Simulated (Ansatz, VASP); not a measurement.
## NaI: VASP beside Ansatz

The input INCAR:

```
PREC = Accurate ; ENCUT = 520
EDIFF = 1E-6 ; ISMEAR = 0
SIGMA = 0.05 ; LREAL = F
LASPH = T ; NELM = 80
ALGO = Normal ; ISIF = 2
LWAVE = F ; LCHARG = F
GGA = PE ; NBANDS = 14
```

Contents of KPOINTS:

```
Automatic mesh
0
Gamma
  10 10 10
```

POSCAR

```
NaI
1.0
    0.0000000000      3.2514760149      3.2514760149
    3.2514760149      0.0000000000      3.2514760149
    3.2514760149      3.2514760149      0.0000000000
Na I
1 1
Direct
    0.0000000000      0.0000000000      0.0000000000
    0.5000000000      0.5000000000      0.5000000000
```

Input for Ansatz:

```yaml
crystal:
  lattice:
    - [0.0, 3.2514760149, 3.2514760149]
    - [3.2514760149, 0.0, 3.2514760149]
    - [3.2514760149, 3.2514760149, 0.0]
  atoms:
    - { symbol: Na, position: [0.0, 0.0, 0.0] }
    - { symbol: I, position: [0.5, 0.5, 0.5] }
basis:
  ecutwfc: 420
  ecutrho_ratio: 4
kpoints:
  mp_grid: { grid: [10, 10, 10] }
hamiltonian:
  xc: pbe
scf:
  occupations: { method: gaussian, width: 0.05 }
output:
  forces: true
  stress: true
  eigenvalues: true
```

Alike in both runs: task single point; functional PBE; k mesh 10 × 10 × 10; occupations gaussian, width 0.05 eV; no spin polarisation.

|  | VASP | Ansatz |
| --- | --- | --- |
| version | VASP 6.6.1 | Ansatz 0.2.0 |
| potentials or method | VASP PAW PBE potentials, release 64 (Na_pv, I), cutoff 520 eV | scalar-relativistic, plane waves, PAW |
| valence electrons in the cell | 14 | 26 |

Ansatz gave:

```
gap on the k mesh at the Fermi level (eV) : 3.61
least direct gap on the mesh (eV)         : 3.61
pressure (GPa)                            : 0.2
```

Problem. What did VASP give for the same quantities?

Solution. gap on the k mesh at the Fermi level (eV): 3.60; least direct gap on the mesh (eV): 3.60; pressure (GPa): 0.2.

The functional is the same, so the differences come from potentials, cutoffs and numerics. VASP's potentials hold 14 valence electrons a cell and Ansatz's 26, so a difference there can come from the potentials and not from the codes.

Neither program's run includes spin-orbit coupling.
